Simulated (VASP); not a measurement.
# Tl (Fd-3m) in VASP: further runs, part 2 of 2

VASP 6.6.1. Earlier steps stand in the parts before.

### Step 5. Single point, revPBE

This run uses another cell than the first one, of 48.16 Å³/atom, 1.272 times its volume.

The input, INCAR:

```
SYSTEM = Tl
  ALGO = Normal
  EDIFF = 1E-6
  ENCUT = 520
  GGA = RE
  ISIF = 2
  ISMEAR = -1
  LASPH = .True.
  LCHARG = .True.
  LELF = .True.
  LREAL = .False.
  LVHAR = .True.
  LWAVE = .False.
  NBANDS = 20
  NELM = 60
  PREC = Accurate
  SIGMA = 0.1
```

The input, KPOINTS:

```
k-points
0
Gamma
  12 12 12
  0 0 0
```

The input, POSCAR:

```
Tl
1.0
    0.0000000000      3.6382731822      3.6382731822
    3.6382731822      0.0000000000      3.6382731822
    3.6382731822      3.6382731822      0.0000000000
Tl
2
Direct
    0.1250000000      0.1250000000      0.1250000000
    0.8750000000      0.8750000000      0.8750000000
```

Potentials or basis: VASP PAW PBE potentials, release 64 (Tl_d).

The run is started by

```bash
$ cat potpaw_PBE.64/Tl_d/POTCAR > POTCAR
$ mpirun -np 1 vasp_std > vasp.out
```

OUTCAR:

```text
SYSTEM = Tl
   EDIFF = 1E-6
   ENCUT = 520
   GGA = RE
   ISIF = 2
   ISMEAR = -1
   LASPH = .True.
   LREAL = .False.
   NELM = 60
   PREC = Accurate

 ion  position               nearest neighbor table
   1  0.125  0.125  0.125-   2 3.15   2 3.15   2 3.15   2 3.15
   2  0.875  0.875  0.875-   1 3.15   1 3.15   1 3.15   1 3.15

  LATTYP: Found a face centered cubic cell.
 ALAT       =     7.2765463644

  Lattice vectors:

 A1 = (   0.0000000000,   3.6382731822,   3.6382731822)
 A2 = (   3.6382731822,   0.0000000000,   3.6382731822)
 A3 = (   3.6382731822,   3.6382731822,   0.0000000000)

Analysis of symmetry for initial positions (statically):
=====================================================================
 Subroutine PRICEL returns:
 Original cell was already a primitive cell.

 Routine SETGRP: Setting up the symmetry group for a
 face centered cubic supercell.

 Subroutine GETGRP returns: Found 48 space group operations
 (whereof 12 operations were pure point group operations)
 out of a pool of 48 trial point group operations.

The static configuration has the point symmetry D_3d.
 The point group associated with its full space group is O_h .

[... 153 lines left out ...]
 Free energy of the ion-electron system (eV)
  ---------------------------------------------------
  ext. energy  EPLUGINS =         0.00000000
  ---------------------------------------------------
  free energy    TOTEN  =        -3.16559288 eV

  energy without entropy =       -3.10079418  energy(sigma->0) =       -3.13319353

 E-fermi :   2.4732     XC(G=0):  -7.4181

 val. band max:        2.4662515246   @ k =  -0.4167   0.3333   0.1667
 cond. band min:       2.5309599307   @ k =  -0.4167   0.3333   0.0000
 fundamental gap:      0.0647084061
 Fermi energy:         2.4732482602

 k-point     1 :       0.0000    0.0000    0.0000
  band No.  band energies     occupation
      1      -9.3725      2.00000
      2      -9.3725      2.00000
      3      -9.3725      2.00000
      4      -9.3110      2.00000
      5      -9.3110      2.00000
      6      -8.8853      2.00000
[... 541 lines left out ...]
     19       9.8796      0.00000
     20      10.2851      0.00000

 [... further k-points ...]
[... 5 lines left out ...]
  --------------------------------------------------------------------------------------
  -------------------------------------------------------------------------------------
  Total       -0.0255874     -0.0255874     -0.0255874      0.0000000     -0.0000000     -0.0000000
  in kB       -0.4256196     -0.4256196     -0.4256196      0.0000000     -0.0000000     -0.0000000
  external PRESSURE =      -0.4256196 kB  Pullay stress =       0.0000000 kB

 VOLUME and BASIS-vectors are now :
 -----------------------------------------------------------------------------
  energy-cutoff  :      520.00
  volume of cell :       96.32
      direct lattice vectors                 reciprocal lattice vectors
     0.000000000  3.638273182  3.638273182    -0.137427833  0.137427833  0.137427833
     3.638273182  0.000000000  3.638273182     0.137427833 -0.137427833  0.137427833
     3.638273182  3.638273182  0.000000000     0.137427833  0.137427833 -0.137427833

 POSITION                                       TOTAL-FORCE (eV/Angst)
 -----------------------------------------------------------------------------------
      0.90957      0.90957      0.90957        -0.000000     -0.000000     -0.000000
      6.36698      6.36698      6.36698         0.000000      0.000000      0.000000
 -----------------------------------------------------------------------------------
    total drift:                                0.000000      0.000000     -0.000000

  FREE ENERGIE OF THE ION-ELECTRON SYSTEM (eV)
  ---------------------------------------------------
  free  energy   TOTEN  =        -3.1655928818 eV

  energy  without entropy=       -3.1007941843  energy(sigma->0) =       -3.13319353
```

OSZICAR:

```text
N       E                     dE             d eps       ncg     rms          rms(c)
DAV:   1     0.120386245815E+03    0.12039E+03   -0.13254E+04  2928   0.113E+03
DAV:   2    -0.659317382432E+00   -0.12105E+03   -0.11910E+03  3116   0.245E+02
DAV:   3    -0.314262150898E+01   -0.24833E+01   -0.24714E+01  3312   0.304E+01
DAV:   4    -0.316835547691E+01   -0.25734E-01   -0.25729E-01  3144   0.308E+00
DAV:   5    -0.316909611296E+01   -0.74064E-03   -0.74063E-03  3356   0.472E-01    0.185E+00
DAV:   6    -0.316257440856E+01    0.65217E-02   -0.25858E-02  3048   0.118E+00    0.131E+00
DAV:   7    -0.316494288217E+01   -0.23685E-02   -0.14375E-02  3056   0.900E-01    0.433E-01
DAV:   8    -0.316545985521E+01   -0.51697E-03   -0.16625E-03  3008   0.243E-01    0.376E-02
DAV:   9    -0.316557729221E+01   -0.11744E-03   -0.15393E-04  3044   0.631E-02    0.249E-02
DAV:  10    -0.316558845903E+01   -0.11167E-04   -0.13362E-05  3196   0.170E-02    0.386E-03
DAV:  11    -0.316559282774E+01   -0.43687E-05   -0.10217E-05  2408   0.115E-02    0.897E-04
DAV:  12    -0.316559288178E+01   -0.54045E-07   -0.12409E-07  2136   0.192E-03
   1 F= -.31655929E+01 E0= -.31331935E+01  d E =-.647987E-01
```

Wall time 1.9 min (1 thread of Intel Xeon Platinum 8259CL at 2.50GHz (Skylake/Cascade Lake), shared host); peak memory 0.3 GiB.

What came out:

```yaml
Free_energy: -3.1656 eV
Pressure: 0.0 GPa
Band_gap_on_the_k_mesh: zero (band 13 reaches 4.44 eV, above the bottom of band 14 at 1.73 eV)
```

Levels at points of the mesh, in eV from the Fermi level:
```tsv
k point	band 10	band 11	band 12	band 13	band 14	band 15	band 16	band 17
(0.00, 0.00, 0.00)	-11.31	-8.36	-1.96	1.96	1.96	1.96	3.63	3.63
(0.50, 0.00, 0.00)	-11.27	-7.10	-4.77	0.50	0.89	0.89	4.58	4.58
(0.50, 0.50, 0.00)	-11.24	-5.95	-5.95	-0.27	-0.27	2.06	2.06	7.94
```

Caveat: the PAW data sets were made with another functional, which shifts forces and pressure a little; spin-orbit coupling is left out, which moves the levels of the heavy elements.

### Step 6. The runs side by side

| task | cell | k mesh | cutoff (eV) | gap on the mesh (eV) | pressure (GPa) |
| --- | --- | --- | --- | --- | --- |
| relaxation of cell and atoms | relaxed from a = 4.748 Å, angles 60.0°, 2 atoms | 8 × 8 × 8 | 600 | none | 0.0 |
| single point | a = 5.004 Å, angles 60.0°, 2 atoms | 12 × 12 × 12 | 520 | none | 1.1 |
| single point | a = 5.076 Å, angles 60.0°, 2 atoms | 12 × 12 × 12 | 520 | none | 0.4 |
| single point | a = 5.145 Å, angles 60.0°, 2 atoms | 12 × 12 × 12 | 520 | none | 0.0 |

Alike in all rows: level revPBE; potentials or basis VASP PAW PBE potentials, release 64 (Tl_d); no spin polarisation; smearing fermi-dirac 0.1 eV.

Caveats: the PAW data sets were made with another functional, which shifts forces and pressure a little; spin-orbit coupling is left out, which moves the levels of the heavy elements; the volume moved by over 15 % at a fixed basis, so the end points are rough (some runs).

Absolute energies hang on the potentials; compare differences alone.
